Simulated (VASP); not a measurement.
Runs of VASP 6.6.1 on Rh. The structure is that of space group P6_3/mmc (No. 194), or close to it. The cells are those of the table. This isn't the form of Rh at room conditions, which is fcc.

| task | level | potentials or basis | cell | cutoff (eV) | gap on the mesh (eV) | pressure (GPa) | relaxed volume (Å³/atom) |
| --- | --- | --- | --- | --- | --- | --- | --- |
| relaxation of cell and atoms | PBEsol+D3(BJ) | VASP PAW PBE potentials, release 64 (Rh_pv) | relaxed from a = 2.731, b = 2.731, c = 4.428 Å, angles 90.0, 90.0, 120.0°, 2 atoms | 600 | none | 0.0 | (a) |
| relaxation of cell and atoms | BLYP+D3(BJ) | VASP PAW PBE potentials, release 64 (Rh_pv) | relaxed from a = 2.731, b = 2.731, c = 4.428 Å, angles 90.0, 90.0, 120.0°, 2 atoms | 600 | none | 0.0 | 13.96 |
| relaxation of cell and atoms | LDA | VASP PAW LDA potentials, release 64 (Rh_pv) | relaxed from a = 2.731, b = 2.731, c = 4.428 Å, angles 90.0, 90.0, 120.0°, 2 atoms | 600 | none | 0.1 | 13.35 |
| single point | BLYP+D3(BJ) | VASP PAW PBE potentials, release 64 (Rh_pv) | a = 2.713, b = 2.713, c = 4.370 Å, angles 90.0, 90.0, 120.0°, 2 atoms | 520 | none | 0.7 | - |
| single point | PBEsol+D3(BJ) | VASP PAW PBE potentials, release 64 (Rh_pv) | a = 2.668, b = 2.668, c = 4.304 Å, angles 90.0, 90.0, 120.0°, 2 atoms | 520 | none | 0.0 | - |

Alike in all rows: no spin polarisation; k mesh 11 × 11 × 6; smearing fermi-dirac 0.15 eV.

Q: Fill in the values left out.

A: (a) 13.26.

Caveats: the PAW data sets were made with another functional, which shifts forces and pressure a little (at least some runs); the dispersion term is far too large for a dense solid, which distorts pressure and volume (at least some runs).

A k mesh can miss the band edges, and the runs leave out spin-orbit coupling on Rh.

A gap of «none» marks levels without a gap at the run's occupations.
